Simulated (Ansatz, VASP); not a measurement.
Ti6Ge: VASP beside Ansatz

```
Ti Ge
1.0
     4.35268    0.00000    0.00000
     0.00000    4.35268    0.00000
     0.00000    0.00000    6.54134
Ti Ge
6 1
Cartesian
  0.0000 0.0000 3.2707
  0.0000 0.0000 0.0000
  0.0000 2.1763 5.0610
  2.1763 0.0000 5.0610
  0.0000 2.1763 1.4803
  2.1763 0.0000 1.4803
  2.1763 2.1763 3.2707
```

Alike in both runs: functional PBE; k mesh 4 × 4 × 3; occupations gaussian, width 0.2 eV; no spin polarisation.

Ansatz relaxed the structure, and its values are those at the end. VASP's run is a single point on that final structure, the one shown.

```csv
,VASP,Ansatz
version,VASP 6.6.1,Ansatz 0.2.0
potentials or method,"VASP PAW PBE potentials, release 64 (Ti_sv, Ge_d), cutoff 520 eV","scalar-relativistic, plane waves, PAW"
valence electrons in the cell,86,86
```

|  | VASP | Ansatz | Ansatz less VASP |
| --- | --- | --- | --- |
| gap on the k mesh at the Fermi level (eV) | none | none | - |
| pressure (GPa) | -0.9 | -0.7 | +0.19 |
| rms of the force components (eV/Å) | 0.005 | 0.002 | -0.0036 |

A gap of «none» marks a metal or a gap that the smearing closes.

The k mesh is coarse, so the values compare programs but aren't converged.
